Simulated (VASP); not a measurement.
## CdSe: relaxation of cell and atoms with PBEsol

Crystal: CdSe.

```
Cd Se
1.0
     0.00000    3.07027    3.07027
     3.07027    0.00000    3.07027
     3.07027    3.07027    0.00000
Cd Se
1 1
Direct
  0.00000 0.00000 0.00000
  0.25000 0.25000 0.25000
```

```
Program                : VASP 6.6.1
Task                   : relaxation of cell and atoms
Functional             : PBEsol
Potentials or basis    : VASP PAW PBE potentials, release 64 (Cd, Se)
Cutoff                 : 600 eV
k mesh                 : 10 × 10 × 10
Occupations            : gaussian, width 0.02 eV
Spin                   : no spin polarisation
Dipole correction      : no
Further INCAR settings : ALGO = Normal; EDIFF = 1e-06; IBRION = 2; EDIFFG = -0.005; NSW = 100; ISIF = 3
```

```yaml
Relaxed_volume: 28.27 Å³/atom
Relaxed_cell: a = 4.308 Å, b = 4.308 Å, c = 4.308 Å, α = 60.00°, β = 60.00°, γ = 60.00°
Space_group_after_relaxing_to_0.05_Å: F-43m (No. 216)
Energy_gained_by_relaxing: 2.5 meV/atom
Ionic_steps: 3
Pressure_after_relaxing: 0.0 GPa
Band_gap_on_the_k_mesh: 0.47 eV, direct
```

The path:
| step | energy change (eV) | largest force (eV/Å) | pressure (GPa) | volume (Å³) |
| --- | --- | --- | --- | --- |
| 1 | 0.0000 | 0.0000 | -1.15 | 57.88 |
| 2 | -0.0045 | 0.0000 | 0.33 | 56.16 |
| 3 | -0.0049 | 0.0000 | 0.02 | 56.53 |

Final structure:
```yaml
crystal:
  lattice:
    - [0.00000, 3.04621, 3.04621]
    - [3.04621, 0.00000, 3.04621]
    - [3.04621, 3.04621, 0.00000]
  atoms:
    - { symbol: Cd, position: [0.00000, 0.00000, 0.00000] }
    - { symbol: Se, position: [0.25000, 0.25000, 0.25000] }
```

Levels at points of the mesh, in eV from the valence-band top:
```csv
k point,band 5,band 6,band 7,band 8,band 9,band 10,band 11,band 12,band 13
"(0.00, 0.00, 0.00)",-7.52,-7.52,0.00,0.00,0.00,0.47,5.86,5.86,5.86
"(0.50, 0.00, 0.00)",-7.50,-7.23,-4.42,-0.75,-0.75,2.28,6.36,6.36,7.27
"(0.50, 0.50, 0.00)",-7.46,-7.17,-4.11,-1.86,-1.86,3.01,3.67,8.96,10.10
```

Wall time 75 s on 1 thread of Intel(R) Xeon(R) Platinum 8488C (Sapphire Rapids), with other jobs on the host, peak memory 0.24 GiB.

Caveat: the PAW data sets were made with another functional, which shifts forces and pressure a little. PBEsol gaps usually lie below the measured ones, often by a third to a half.
